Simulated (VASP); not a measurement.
# Ti3Al (P-6m2) in VASP: a series of runs

Runs on Ti3Al. Level: LDA. Tasks: single point, relaxation of cell and atoms.

Everything below comes from runs of VASP 6.6.1. Logs are shortened: lines on timing, memory, paths and dates and some standing lists are left out, and cuts for length are marked.

## 1. The cell of the first run

It takes space group P-6m2 (No. 187, hexagonal). Conventional cell: a = 2.856 Å, b = 2.856 Å, c = 9.090 Å, α = 90.00°, β = 90.00°, γ = 120.00°. Within 3.7 Å of Ti (site symmetry -6m2) lie 12 Ti at 2.80 to 2.86 Å. Within 3.7 Å of Ti (site symmetry 3m) lie 9 Ti at 2.80 to 2.86 Å and 3 Al at 2.81 Å. Within 3.7 Å of Al (site symmetry -6m2) lie 6 Ti at 2.81 Å and 6 Al at 2.86 Å.

## 2. Single point, LDA

INCAR reads:

```
PREC = Accurate
ENCUT = 520
EDIFF = 1E-6
ISMEAR = -1
SIGMA = 0.15
LREAL = False
LASPH = True
NELM = 80
ALGO = Fast
ISIF = 2
LWAVE = False
LCHARG = False
NBANDS = 28
```

KPOINTS reads:

```
Automatic mesh
0
Gamma
  12 12 4
```

POSCAR reads:

```
Ti3Al
1.0
    2.8561102562      0.0000000000      0.0000000000
   -1.4280551281      2.4734640379      0.0000000000
    0.0000000000      0.0000000000      9.0898999725
Ti Al
3 1
Direct
    0.6666666667      0.3333333333      0.0000000000
    0.3333333333      0.6666666667      0.7505477267
    0.3333333333      0.6666666667      0.2494522733
    0.6666666667      0.3333333333      0.5000000000
```

Potentials or basis: VASP PAW LDA potentials, release 64 (Ti_sv, Al).

Launch:

```console
> cat potpaw_LDA.64/Ti_sv/POTCAR potpaw_LDA.64/Al/POTCAR > POTCAR
> mpirun -np 1 vasp_std > vasp.out
```

OUTCAR:

```text
PREC = Accurate
   ENCUT = 520
   EDIFF = 1E-6
   ISMEAR = -1
   LREAL = False
   LASPH = True
   NELM = 80
   ISIF = 2

 ion  position               nearest neighbor table
   1  0.667  0.333  0.000-   2 2.80   3 2.80   2 2.80   3 2.80   2 2.80   3 2.80
   2  0.333  0.667  0.751-   1 2.80   1 2.80   1 2.80   4 2.81   4 2.81   4 2.81
   3  0.333  0.667  0.249-   1 2.80   1 2.80   1 2.80   4 2.81   4 2.81   4 2.81
   4  0.667  0.333  0.500-   2 2.81   3 2.81   2 2.81   3 2.81   2 2.81   3 2.81

  LATTYP: Found a hexagonal cell.
 ALAT       =     2.8561102562
 C/A-ratio  =     3.1826152204

  Lattice vectors:

 A1 = (   2.8561102562,   0.0000000000,   0.0000000000)
 A2 = (  -1.4280551281,   2.4734640379,   0.0000000000)
 A3 = (   0.0000000000,   0.0000000000,   9.0898999725)

Analysis of symmetry for initial positions (statically):
=====================================================================
 Subroutine PRICEL returns:
 Original cell was already a primitive cell.

 Routine SETGRP: Setting up the symmetry group for a
 hexagonal supercell.

 Subroutine GETGRP returns: Found 12 space group operations
 (whereof 12 operations were pure point group operations)
 out of a pool of 24 trial point group operations.

The static configuration has the point symmetry D_3h.

Analysis of symmetry for dynamics (positions and initial velocities):
=====================================================================
 Subroutine PRICEL returns:
 Original cell was already a primitive cell.

 Routine SETGRP: Setting up the symmetry group for a
 hexagonal supercell.

 Subroutine GETGRP returns: Found 12 space group operations
 (whereof 12 operations were pure point group operations)
 out of a pool of 24 trial point group operations.

The dynamic configuration has the point symmetry D_3h.

 Subroutine INISYM returns: Found 12 space group operations
 (whereof 12 operations are pure point group operations),
 and found     1 'primitive' translations

----------------------------------------------------------------------------------------

                                     Primitive cell

  volume of cell :      64.2155

  direct lattice vectors                    reciprocal lattice vectors
     2.856110256  0.000000000  0.000000000     0.350126539  0.202145652  0.000000000
    -1.428055128  2.473464038  0.000000000     0.000000000  0.404291303  0.000000000
     0.000000000  0.000000000  9.089899972     0.000000000  0.000000000  0.110012212

  length of vectors
     2.856110256  2.856110256  9.089899972     0.404291303  0.404291303  0.110012212

  position of ions in fractional coordinates (direct lattice)
     0.666666667  0.333333333  0.000000000
     0.333333333  0.666666667  0.750547727
     0.333333333  0.666666667  0.249452273
     0.666666667  0.333333333  0.500000000

  ion indices of the primitive-cell ions
   primitive index   ion index
                 1           1
                 2           2
                 3           3
                 4           4

----------------------------------------------------------------------------------------

 KPOINTS: Automatic mesh

Automatic generation of k-mesh.
 Grid dimensions read from file:
 generate k-points for:   12   12    4

 Generating k-lattice:

  Cartesian coordinates                     Fractional coordinates (reciprocal lattice)
     0.029177212  0.016845471  0.000000000     0.083333333  0.000000000  0.000000000
     0.000000000  0.033690942  0.000000000     0.000000000  0.083333333  0.000000000
     0.000000000  0.000000000  0.027503053     0.000000000  0.000000000  0.250000000

  Length of vectors
     0.033690942  0.033690942  0.027503053

  Shift w.r.t. Gamma in fractional coordinates (k-lattice)
     0.000000000  0.000000000  0.000000000

 Subroutine IBZKPT returns following result:
 ===========================================

 Found     57 irreducible k-points:

 Following reciprocal coordinates:
            Coordinates               Weight
  0.000000  0.000000  0.000000      1.000000
  0.083333 -0.000000  0.000000      6.000000
  0.166667  0.000000  0.000000      6.000000
  0.250000  0.000000  0.000000      6.000000
  0.333333 -0.000000  0.000000      6.000000
  0.416667  0.000000  0.000000      6.000000
[... 16 lines left out ...]
  0.250000  0.000000  0.250000     12.000000
  0.333333 -0.000000  0.250000     12.000000
 [... further k-points ...]
   k-points           NKPTS =     57   k-points in BZ     NKDIM =     57   number of bands    NBANDS=     28
   number of dos      NEDOS =    301   number of ions     NIONS =      4
   total plane-waves  NPLWV =  40320
   dimension x,y,z NGX =    24 NGY =   24 NGZ =   70
   dimension x,y,z NGXF=    48 NGYF=   48 NGZF=  140
   ions per type =               3   1
   NGX,Y,Z   is equivalent  to a cutoff of  13.97, 13.97, 12.80 a.u.
   NGXF,Y,Z  is equivalent  to a cutoff of  27.94, 27.94, 25.60 a.u.
 SYSTEM =  unknown system
   PREC   = accura    normal or accurate (medium, high low for compatibility)
   ISTART =      0    job   : 0-new  1-cont  2-samecut
   ICHARG =      2    charge: 1-file 2-atom 10-const
   ISPIN  =      1    spin polarized calculation?
   LNONCOLLINEAR =      F non collinear calculations
   LSORBIT =      F    spin-orbit coupling
   LASPH  =      T    aspherical Exc in radial PAW
   ENCUT  =  520.0 eV  38.22 Ry    6.18 a.u.   5.31  5.31 16.90*2*pi/ulx,y,z
   NELM   =     80;   NELMIN=  2; NELMDL= -5     # of ELM steps
   EDIFF  = 0.1E-05   stopping-criterion for ELM
   LREAL  =      F    real-space projection
   EDIFFG = 0.1E-04   stopping-criterion for IOM
   NSW    =      0    number of steps for IOM
   IBRION =     -1    ionic relax: 0-MD 1-quasi-New 2-CG
   NFREE  =      0    steps in history (QN), initial steepest desc. (CG)
   ISIF   =      2    stress and relaxation
   ISYM   =      2    0-nonsym 1-usesym 2-fastsym
   POTIM  = 0.5000    time-step for ionic-motion
   TEBEG  =    0.0;   TEEND  =   0.0 temperature during run
   PSTRESS=    0.0 pullay stress
   NELECT =      39.0000    total number of electrons
   NUPDOWN=      -1.0000    fix difference up-down
   EMIN   =  10.00;   EMAX   =-10.00  energy-range for DOS
   EFERMI =   0.00;   METHOD = LEGACY
   ISMEAR =    -1;   SIGMA  =   0.15  broadening in eV -4-tet -1-fermi 0-gaus
   EFERMI_NEDOS =   21; number of points for ismear=-14 and -15
   IALGO  =     68    algorithm
   IMIX   =      4    mixing-type and parameters
     AMIX     =   0.40;   BMIX     =  1.00
     AMIX_MAG =   1.60;   BMIX_MAG =  1.00
  volume/ion in A,a.u.               =      16.05       108.34
  Fermi-wavevector in a.u.,A,eV,Ry     =   1.386383  2.619883 26.151174  1.922057
  Thomas-Fermi vector in A             =   2.510704
   LORBIT       =      0    0 simple, 1 ext, 2 COOP (PROOUT), +10 PAW based schemes
   GGA     = CA    functional components
   LHFCALC =     F    Hartree Fock is set to
   AEXX    =    0.0000 exact exchange contribution
   IVDW    =     0    specifies the selected vdW correction
   LEPSILON=     F    determine dielectric tensor
   LRPA    =     F    only Hartree local field effects (RPA)
 non-spin polarized calculation
 RMM-DIIS sequential band-by-band and
  energy-cutoff  :      520.00
  volume of cell :       64.22
 maximum number of plane-waves:      1744
 NGX is ok and might be reduce to    24
   NGX = 11   NGY = 11   NGZ = 33

 number of electron      39.0000004 magnetization

 Free energy of the ion-electron system (eV)
  ---------------------------------------------------
  ext. energy  EPLUGINS =         0.00000000
  ---------------------------------------------------
  free energy    TOTEN  =       -30.49888819 eV

  energy without entropy =      -30.16826003  energy(sigma->0) =      -30.33357411

 E-fermi :   8.4518     XC(G=0): -11.7402

 val. band max:        8.4245866882   @ k =   0.4167   0.0833   0.5000
 cond. band min:       8.4591164527   @ k =   0.2500   0.2500   0.0000
 fundamental gap:      0.0345297645
 Fermi energy:         8.4518407148

 k-point     1 :       0.0000    0.0000    0.0000
  band No.  band energies     occupation
      1     -47.4505      2.00000
      2     -47.3861      2.00000
      3     -47.3105      2.00000
      4     -24.4110      2.00000
      5     -24.1032      2.00000
      6     -23.7448      2.00000
[... 20 lines left out ...]
     27      10.7014      0.00000
     28      11.3527      0.00000

 k-point     2 :       0.0833   -0.0000    0.0000
  band No.  band energies     occupation
      1     -47.4413      2.00000
      2     -47.3790      2.00000
      3     -47.3055      2.00000
      4     -24.3962      2.00000
      5     -24.1029      2.00000
      6     -23.7685      2.00000
[... 20 lines left out ...]
     27      10.6259      0.00000
     28      11.2979      0.00000

 k-point     3 :       0.1667    0.0000    0.0000
  band No.  band energies     occupation
      1     -47.4160      2.00000
      2     -47.3597      2.00000
      3     -47.2924      2.00000
      4     -24.3559      2.00000
      5     -24.1110      2.00000
      6     -23.8586      2.00000
[... 20 lines left out ...]
     27      10.5295      0.00000
     28      11.1834      0.00000

 k-point     4 :       0.2500    0.0000    0.0000
  band No.  band energies     occupation
      1     -47.3801      2.00000
      2     -47.3333      2.00000
      3     -47.2754      2.00000
      4     -24.3049      2.00000
      5     -24.1591      2.00000
      6     -23.9896      2.00000
[... 578 lines left out ...]
     27      10.5079      0.00000
     28      11.3312      0.00000

 k-point    23 :       0.2500    0.0000    0.2500
  band No.  band energies     occupation
      1     -47.3801      2.00000
      2     -47.3333      2.00000
      3     -47.2754      2.00000
      4     -24.3054      2.00000
      5     -24.1583      2.00000
      6     -23.9902      2.00000
[... 20 lines left out ...]
     27      10.8183      0.00000
     28      11.3563      0.00000

 k-point    24 :       0.3333   -0.0000    0.2500
  band No.  band energies     occupation
      1     -47.3417      2.00000
      2     -47.3067      2.00000
      3     -47.2606      2.00000
      4     -24.2895      2.00000
      5     -24.2615      2.00000
      6     -24.1163      2.00000
[... 20 lines left out ...]
     27      11.5028      0.00000
     28      12.1239      0.00000

 [... further k-points ...]

------------------------ aborting loop because EDIFF is reached ----------------------------------------

  FORCE on cell =-STRESS in cart. coord.  units (eV):
  Direction    XX          YY          ZZ          XY          YZ          ZX
  --------------------------------------------------------------------------------------
  -------------------------------------------------------------------------------------
  Total       -0.0303373     -0.0303373      0.0109451      0.0000000      0.0000000      0.0000000
  in kB       -0.7569164     -0.7569164      0.2730801      0.0000000      0.0000000      0.0000000
  external PRESSURE =      -0.4135842 kB  Pullay stress =       0.0000000 kB

 VOLUME and BASIS-vectors are now :
 -----------------------------------------------------------------------------
  energy-cutoff  :      520.00
  volume of cell :       64.22
      direct lattice vectors                 reciprocal lattice vectors
     2.856110256  0.000000000  0.000000000     0.350126539  0.202145652  0.000000000
    -1.428055128  2.473464038  0.000000000     0.000000000  0.404291303  0.000000000
     0.000000000  0.000000000  9.089899972     0.000000000  0.000000000  0.110012212

 POSITION                                       TOTAL-FORCE (eV/Angst)
 -----------------------------------------------------------------------------------
      1.42806      0.82449      0.00000         0.000000     -0.000000      0.000000
     -0.00000      1.64898      6.82240        -0.000000      0.000000      0.010294
     -0.00000      1.64898      2.26750        -0.000000      0.000000     -0.010294
      1.42806      0.82449      4.54495        -0.000000      0.000000      0.000000
 -----------------------------------------------------------------------------------
    total drift:                                0.000000     -0.000000      0.000000

  FREE ENERGIE OF THE ION-ELECTRON SYSTEM (eV)
  ---------------------------------------------------
  free  energy   TOTEN  =       -30.4988881876 eV

  energy  without entropy=      -30.1682600288  energy(sigma->0) =      -30.33357411
```

Run time: 3.2 min. Hardware: 1 thread of AMD EPYC 9R45 (Zen 5), shared host; peak memory 0.19 GiB.

What came out:

| Quantity | Value |
| --- | --- |
| Free energy | -30.4989 eV |
| Pressure | 0.0 GPa |
| Largest force | 0.010 eV/Å |
| Band gap on the k mesh | zero (an odd number of electrons rules out a gap without spin polarisation) |

Forces in eV/Å, atoms in the order of the input:
```
Ti   0.000  0.000  0.000
Ti   0.000  0.000  0.010
Ti   0.000  0.000 -0.010
Al   0.000  0.000  0.000
```

Stress tensor (GPa, compression positive):
```
-0.08  0.00  0.00
 0.00 -0.08  0.00
 0.00  0.00  0.03
```

Levels at points of the mesh, in eV from the Fermi level:
```tsv
k point	band 18	band 19	band 20	band 21	band 22	band 23
(0.00, 0.00, 0.00)	0.56	0.71	0.86	0.86	0.96	0.96
(0.50, 0.00, 0.00)	-1.35	-0.68	-0.31	0.96	1.14	1.24
(0.00, 0.00, 0.50)	0.48	0.74	0.86	0.86	0.95	0.95
(0.50, 0.00, 0.50)	-1.31	-1.04	0.13	0.92	0.96	1.11
```

(Continued in part 2 of 3.)

The gap in the log of VASP goes by the Fermi energy; the results here count the filled bands.